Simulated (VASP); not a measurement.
# AlGaN2 (P-4m2) in VASP: single point with LDA

Aim: the single point of AlGaN2 with LDA.

Program: VASP 6.6.1. These are calculated values, not measurements. Logs are shortened: lines on timing, memory, paths and dates and some standing lists are left out, and cuts for length are marked.

### 1 The cell of the first run

Symmetry: P-4m2, No. 115, tetragonal system. Conventional cell: a = 3.115 Å, b = 3.115 Å, c = 8.769 Å, α = 90.00°, β = 90.00°, γ = 90.00°. Al (site symmetry -4m2) has 4 N at 1.90 Å within 2.5 Å. Within 2.5 Å of Al (site symmetry -4m2) lie 4 N at 1.86 Å. Within 2.5 Å of Ga (site symmetry 2mm) lie 4 N at 1.90 to 1.96 Å. N (site symmetry 2mm) has 2 Al at 1.90 Å and 2 Ga at 1.90 Å within 2.5 Å. Within 2.5 Å of N (site symmetry 2mm) lie 2 Al at 1.86 Å and 2 Ga at 1.96 Å.

### 2 Single point, LDA (mode 23 (735.8 1/cm) frozen in, largest displacement +0.037 Å)

The input, INCAR:

```
SYSTEM = AlGaN2
PREC = Accurate ; ENCUT = 520
EDIFF = 1E-6 ; ISMEAR = 0
SIGMA = 0.05 ; LREAL = .False.
LASPH = .True. ; NELM = 100
ALGO = Normal ; ISIF = 2
LWAVE = .False. ; LCHARG = .False.
NBANDS = 36
```

The input, KPOINTS:

```
Automatic mesh
0
Gamma
  8 8 4
  0 0 0
```

The input, POSCAR:

```
AlGaN2
1.0
    3.1152864652      0.0000000000      0.0000000000
    0.0000000000      3.1152864652      0.0000000000
    0.0000000000      0.0000000000      8.7686604219
Al Ga N
2 2 4
Direct
    0.5000000000      0.5000000000      0.2500000000
    0.5000000000      0.5000000000      0.7500000000
    0.0000000000      0.0000000000      0.0009531874
    0.0000000000      0.0000000000      0.4990468126
    0.5000000000      0.0000000000      0.3743022567
    0.5000000000      0.0000000000      0.8657490689
    0.0000000000      0.5000000000      0.1256977433
    0.0000000000      0.5000000000      0.6342509311
```

Potentials or basis: VASP PAW LDA potentials, release 64 (Al, Ga_d, N).

The run is started by

```bash
cat potpaw_LDA.64/Al/POTCAR potpaw_LDA.64/Ga_d/POTCAR potpaw_LDA.64/N/POTCAR > POTCAR
mpirun -np 1 vasp_std > vasp.out
```

OUTCAR:

```text
SYSTEM = AlGaN2
   PREC = Accurate
   ENCUT = 520
   EDIFF = 1E-6
   ISMEAR = 0
   LREAL = .False.
   LASPH = .True.
   NELM = 100
   ISIF = 2

 ion  position               nearest neighbor table
   1  0.500  0.500  0.250-   5 1.90   7 1.90   5 1.90   7 1.90   3 3.10   4 3.10   3 3.10   3 3.10
                             4 3.10   4 3.10   3 3.10   4 3.10
   2  0.500  0.500  0.750-   6 1.86   8 1.86   6 1.86   8 1.86   3 3.11   4 3.11   3 3.11   3 3.11
                             4 3.11   4 3.11   3 3.11   4 3.11
   3  0.000  0.000  0.001-   7 1.90   7 1.90   6 1.96   6 1.96   1 3.10   1 3.10   1 3.10   1 3.10
                             2 3.11   2 3.11   2 3.11   2 3.11
   4  0.000  0.000  0.499-   5 1.90   5 1.90   8 1.96   8 1.96   1 3.10   1 3.10   1 3.10   1 3.10
                             2 3.11   2 3.11   2 3.11   2 3.11
   5  0.500  0.000  0.374-   1 1.90   1 1.90   4 1.90   4 1.90
   6  0.500  0.000  0.866-   2 1.86   2 1.86   3 1.96   3 1.96
   7  0.000  0.500  0.126-   1 1.90   1 1.90   3 1.90   3 1.90
   8  0.000  0.500  0.634-   2 1.86   2 1.86   4 1.96   4 1.96

  LATTYP: Found a simple tetragonal cell.
 ALAT       =     3.1152864652
 C/A-ratio  =     2.8147204181

  Lattice vectors:

 A1 = (   3.1152864652,   0.0000000000,   0.0000000000)
 A2 = (   0.0000000000,   3.1152864652,   0.0000000000)
 A3 = (   0.0000000000,   0.0000000000,   8.7686604219)

Analysis of symmetry for initial positions (statically):
=====================================================================
 Subroutine PRICEL returns:
 Original cell was already a primitive cell.

 Routine SETGRP: Setting up the symmetry group for a
 simple tetragonal supercell.

 Subroutine GETGRP returns: Found  8 space group operations
 (whereof  4 operations were pure point group operations)
 out of a pool of 16 trial point group operations.

The static configuration has the point symmetry C_2v.
 The point group associated with its full space group is D_2d.

Analysis of symmetry for dynamics (positions and initial velocities):
=====================================================================
 Subroutine PRICEL returns:
 Original cell was already a primitive cell.

 Routine SETGRP: Setting up the symmetry group for a
 simple tetragonal supercell.

 Subroutine GETGRP returns: Found  8 space group operations
 (whereof  4 operations were pure point group operations)
 out of a pool of 16 trial point group operations.

The dynamic configuration has the point symmetry C_2v.
 The point group associated with its full space group is D_2d.

 Subroutine INISYM returns: Found  8 space group operations
 (whereof  4 operations are pure point group operations),
 and found     1 'primitive' translations

----------------------------------------------------------------------------------------

                                     Primitive cell

  volume of cell :      85.0999

  direct lattice vectors                    reciprocal lattice vectors
     3.115286465  0.000000000  0.000000000     0.320997767  0.000000000  0.000000000
     0.000000000  3.115286465  0.000000000     0.000000000  0.320997767  0.000000000
     0.000000000  0.000000000  8.768660422     0.000000000  0.000000000  0.114042505

  length of vectors
     3.115286465  3.115286465  8.768660422     0.320997767  0.320997767  0.114042505

  position of ions in fractional coordinates (direct lattice)
     0.500000000  0.500000000  0.250000000
     0.500000000  0.500000000  0.750000000
     0.000000000  0.000000000  0.000953187
     0.000000000  0.000000000  0.499046813
     0.500000000  0.000000000  0.374302257
     0.500000000  0.000000000  0.865749069
     0.000000000  0.500000000  0.125697743
     0.000000000  0.500000000  0.634250931

  ion indices of the primitive-cell ions
   primitive index   ion index
                 1           1
                 2           2
                 3           3
                 4           4
                 5           5
                 6           6
                 7           7
                 8           8

----------------------------------------------------------------------------------------

 KPOINTS: Automatic mesh

Automatic generation of k-mesh.
 Grid dimensions read from file:
 generate k-points for:    8    8    4

 Generating k-lattice:

  Cartesian coordinates                     Fractional coordinates (reciprocal lattice)
     0.040124721  0.000000000  0.000000000     0.125000000  0.000000000  0.000000000
     0.000000000  0.040124721  0.000000000     0.000000000  0.125000000  0.000000000
     0.000000000  0.000000000  0.028510626     0.000000000  0.000000000  0.250000000

  Length of vectors
     0.040124721  0.040124721  0.028510626

  Shift w.r.t. Gamma in fractional coordinates (k-lattice)
     0.000000000  0.000000000  0.000000000

 Subroutine IBZKPT returns following result:
 ===========================================

 Found     45 irreducible k-points:

 Following reciprocal coordinates:
            Coordinates               Weight
  0.000000  0.000000  0.000000      1.000000
  0.125000  0.000000  0.000000      4.000000
  0.250000  0.000000  0.000000      4.000000
  0.375000  0.000000  0.000000      4.000000
  0.500000  0.000000  0.000000      2.000000
  0.125000  0.125000  0.000000      4.000000
[... 16 lines left out ...]
  0.375000  0.125000  0.250000     16.000000
  0.500000  0.125000  0.250000      8.000000
 [... further k-points ...]
   k-points           NKPTS =     45   k-points in BZ     NKDIM =     45   number of bands    NBANDS=     36
   number of dos      NEDOS =    301   number of ions     NIONS =      8
   total plane-waves  NPLWV =  40320
   dimension x,y,z NGX =    24 NGY =   24 NGZ =   70
   dimension x,y,z NGXF=    48 NGYF=   48 NGZF=  140
   ions per type =               2   2   4
   NGX,Y,Z   is equivalent  to a cutoff of  12.81, 12.81, 13.27 a.u.
   NGXF,Y,Z  is equivalent  to a cutoff of  25.61, 25.61, 26.54 a.u.
 SYSTEM =  AlGaN2
   PREC   = accura    normal or accurate (medium, high low for compatibility)
   ISTART =      0    job   : 0-new  1-cont  2-samecut
   ICHARG =      2    charge: 1-file 2-atom 10-const
   ISPIN  =      1    spin polarized calculation?
   LNONCOLLINEAR =      F non collinear calculations
   LSORBIT =      F    spin-orbit coupling
   LASPH  =      T    aspherical Exc in radial PAW
   ENCUT  =  520.0 eV  38.22 Ry    6.18 a.u.   5.79  5.79 16.30*2*pi/ulx,y,z
   NELM   =    100;   NELMIN=  2; NELMDL= -5     # of ELM steps
   EDIFF  = 0.1E-05   stopping-criterion for ELM
   LREAL  =      F    real-space projection
   EDIFFG = 0.1E-04   stopping-criterion for IOM
   NSW    =      0    number of steps for IOM
   IBRION =     -1    ionic relax: 0-MD 1-quasi-New 2-CG
   NFREE  =      0    steps in history (QN), initial steepest desc. (CG)
   ISIF   =      2    stress and relaxation
   ISYM   =      2    0-nonsym 1-usesym 2-fastsym
   POTIM  = 0.5000    time-step for ionic-motion
   TEBEG  =    0.0;   TEEND  =   0.0 temperature during run
   PSTRESS=    0.0 pullay stress
   NELECT =      52.0000    total number of electrons
   NUPDOWN=      -1.0000    fix difference up-down
   EMIN   =  10.00;   EMAX   =-10.00  energy-range for DOS
   EFERMI =   0.00;   METHOD = LEGACY
   ISMEAR =     0;   SIGMA  =   0.05  broadening in eV -4-tet -1-fermi 0-gaus
   EFERMI_NEDOS =   21; number of points for ismear=-14 and -15
   IALGO  =     38    algorithm
   IMIX   =      4    mixing-type and parameters
     AMIX     =   0.40;   BMIX     =  1.00
     AMIX_MAG =   1.60;   BMIX_MAG =  1.00
  volume/ion in A,a.u.               =      10.64        71.79
  Fermi-wavevector in a.u.,A,eV,Ry     =   1.389205  2.625216 26.257738  1.929889
  Thomas-Fermi vector in A             =   2.513258
   LORBIT       =      0    0 simple, 1 ext, 2 COOP (PROOUT), +10 PAW based schemes
   GGA     = CA    functional components
   LHFCALC =     F    Hartree Fock is set to
   AEXX    =    0.0000 exact exchange contribution
   IVDW    =     0    specifies the selected vdW correction
   LEPSILON=     F    determine dielectric tensor
   LRPA    =     F    only Hartree local field effects (RPA)
 non-spin polarized calculation
 Gauss-broadening in eV      SIGMA  =   0.05
  energy-cutoff  :      520.00
  volume of cell :       85.10
 maximum number of plane-waves:      2316
 NGX is ok and might be reduce to    24
   NGX = 11   NGY = 11   NGZ = 33

 number of electron      51.9999976 magnetization

 Free energy of the ion-electron system (eV)
  ---------------------------------------------------
  ext. energy  EPLUGINS =         0.00000000
  ---------------------------------------------------
  free energy    TOTEN  =       -60.54165979 eV

  energy without entropy =      -60.54165979  energy(sigma->0) =      -60.54165979

 E-fermi :   5.9341     XC(G=0): -11.8468

 val. band max:        5.7223885062   @ k =   0.0000   0.0000   0.0000
 cond. band min:       8.6925742312   @ k =   0.0000   0.0000   0.0000
 fundamental gap:      2.9701857250
 Fermi energy:         5.9341467693

 k-point     1 :       0.0000    0.0000    0.0000
  band No.  band energies     occupation
      1      -9.9510      2.00000
      2      -9.0743      2.00000
      3      -8.9381      2.00000
      4      -8.3251      2.00000
      5      -7.4687      2.00000
      6      -7.4687      2.00000
[... 28 lines left out ...]
     35      16.8971      0.00000
     36      16.8974      0.00000

 k-point     2 :       0.1250    0.0000    0.0000
  band No.  band energies     occupation
      1      -9.8173      2.00000
      2      -9.0135      2.00000
      3      -8.8780      2.00000
      4      -8.3115      2.00000
      5      -7.4658      2.00000
      6      -7.4575      2.00000
[... 28 lines left out ...]
     35      16.5203      0.00000
     36      16.9292      0.00000

 k-point     3 :       0.2500    0.0000    0.0000
  band No.  band energies     occupation
      1      -9.4702      2.00000
      2      -8.8667      2.00000
      3      -8.7631      2.00000
      4      -8.2938      2.00000
      5      -7.4587      2.00000
      6      -7.4314      2.00000
[... 28 lines left out ...]
     35      16.3707      0.00000
     36      16.8958      0.00000

 k-point     4 :       0.3750    0.0000    0.0000
  band No.  band energies     occupation
      1      -9.0941      2.00000
      2      -8.7648      2.00000
      3      -8.6359      2.00000
      4      -8.3005      2.00000
      5      -7.4516      2.00000
      6      -7.3949      2.00000
[... 28 lines left out ...]
     35      16.0290      0.00000
     36      16.2622      0.00000

 k-point     5 :       0.5000    0.0000    0.0000
  band No.  band energies     occupation
      1      -8.9279      2.00000
      2      -8.7668      2.00000
      3      -8.5502      2.00000
      4      -8.3113      2.00000
      5      -7.4486      2.00000
      6      -7.3914      2.00000
[... 655 lines left out ...]
 k-point    22 :       0.2500    0.1250    0.2500
  band No.  band energies     occupation
      1      -9.3373      2.00000
      2      -8.8849      2.00000
      3      -8.6828      2.00000
      4      -8.2777      2.00000
      5      -7.4689      2.00000
      6      -7.4426      2.00000
[... 28 lines left out ...]
     35      16.1013      0.00000
     36      16.5960      0.00000

 k-point    23 :       0.3750    0.1250    0.2500
  band No.  band energies     occupation
      1      -9.0197      2.00000
      2      -8.7214      2.00000
      3      -8.5951      2.00000
      4      -8.2823      2.00000
      5      -7.4546      2.00000
      6      -7.4134      2.00000
[... 28 lines left out ...]
     35      15.9473      0.00000
     36      16.4153      0.00000

 k-point    24 :       0.5000    0.1250    0.2500
  band No.  band energies     occupation
      1      -8.8798      2.00000
      2      -8.7227      2.00000
      3      -8.5098      2.00000
      4      -8.2895      2.00000
      5      -7.4489      2.00000
      6      -7.4043      2.00000
[... 28 lines left out ...]
     35      15.7701      0.00000
     36      16.5058      0.00000

 [... further k-points ...]
[... 5 lines left out ...]
  --------------------------------------------------------------------------------------
  -------------------------------------------------------------------------------------
  Total        0.6922855      0.6922855      0.4207475      0.0000000      0.0000000      0.0000000
  in kB       13.0336657     13.0336657      7.9214182      0.0000000      0.0000000      0.0000000
  external PRESSURE =      11.3295832 kB  Pullay stress =       0.0000000 kB

 VOLUME and BASIS-vectors are now :
 -----------------------------------------------------------------------------
  energy-cutoff  :      520.00
  volume of cell :       85.10
      direct lattice vectors                 reciprocal lattice vectors
     3.115286465  0.000000000  0.000000000     0.320997767  0.000000000  0.000000000
     0.000000000  3.115286465  0.000000000     0.000000000  0.320997767  0.000000000
     0.000000000  0.000000000  8.768660422     0.000000000  0.000000000  0.114042505

 POSITION                                       TOTAL-FORCE (eV/Angst)
 -----------------------------------------------------------------------------------
      1.55764      1.55764      2.19217         0.000000      0.000000     -0.000000
      1.55764      1.55764      6.57650         0.000000      0.000000     -0.000000
      0.00000      0.00000      0.00836         0.000000      0.000000     -1.170474
      0.00000      0.00000      4.37597         0.000000      0.000000      1.170474
      1.55764      0.00000      3.28213         0.000000      0.000000     -1.089735
      1.55764      0.00000      7.59146         0.000000      0.000000      1.018937
      0.00000      1.55764      1.10220         0.000000      0.000000      1.089735
      0.00000      1.55764      5.56153         0.000000      0.000000     -1.018937
 -----------------------------------------------------------------------------------
    total drift:                                0.000000      0.000000      0.000000

  FREE ENERGIE OF THE ION-ELECTRON SYSTEM (eV)
  ---------------------------------------------------
  free  energy   TOTEN  =       -60.5416597938 eV

  energy  without entropy=      -60.5416597938  energy(sigma->0) =      -60.54165979
```

Run time: 3.5 min. Hardware: 1 thread of AMD EPYC 7R43 (Zen 3), shared host; peak memory 0.2 GiB.

Results:

* Free energy: -60.5417 eV
* Pressure: 1.1 GPa
* Largest force: 1.170 eV/Å
* Band gap on the k mesh: 2.97 eV

Forces on the atoms (eV/Å):
```
Al   0.000  0.000  0.000
Al   0.000  0.000  0.000
Ga   0.000  0.000 -1.170
Ga   0.000  0.000  1.170
N    0.000  0.000 -1.090
N    0.000  0.000  1.019
N    0.000  0.000  1.090
N    0.000  0.000 -1.019
```

Caveat: the cell differs from its parent crystal (mode 23 (735.8 1/cm) frozen in, largest displacement +0.037 Å); forces of over 1 eV/Å act on the atoms, so gaps and moduli don't describe the material at rest.
